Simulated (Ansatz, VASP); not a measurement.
One calculation of SiO2, two programs

```
CELL_PARAMETERS angstrom
3.80790 0.00000 0.00000
0.00000 3.80790 0.00000
0.00000 0.00000 3.80790
ATOMIC_POSITIONS crystal
Si 0.00000 0.00000 0.00000
Si 0.50000 0.50000 0.50000
O 0.25000 0.25000 0.25000
O 0.25000 0.75000 0.75000
O 0.75000 0.75000 0.25000
O 0.75000 0.25000 0.75000
```

Alike in both runs: functional PBE; k mesh 6 × 6 × 6; occupations gaussian, width 0.02 eV; no spin polarisation.

Ansatz relaxed the structure, and its values are those at the end. VASP's run is a single point on that final structure, the one shown.

|  | VASP | Ansatz |
| --- | --- | --- |
| version | VASP 6.6.1 | Ansatz 0.2.0 |
| potentials or method | VASP PAW PBE potentials, release 64 (Si, O), cutoff 520 eV | scalar-relativistic, plane waves, PAW |
| valence electrons in the cell | 32 | 32 |

```tsv
	VASP	Ansatz	Ansatz less VASP
gap on the k mesh at the Fermi level (eV)	4.52	4.52	-0.001
least direct gap on the mesh (eV)	5.09	5.09	-0.005
pressure (GPa)	0.0	0.0	+0.01
```
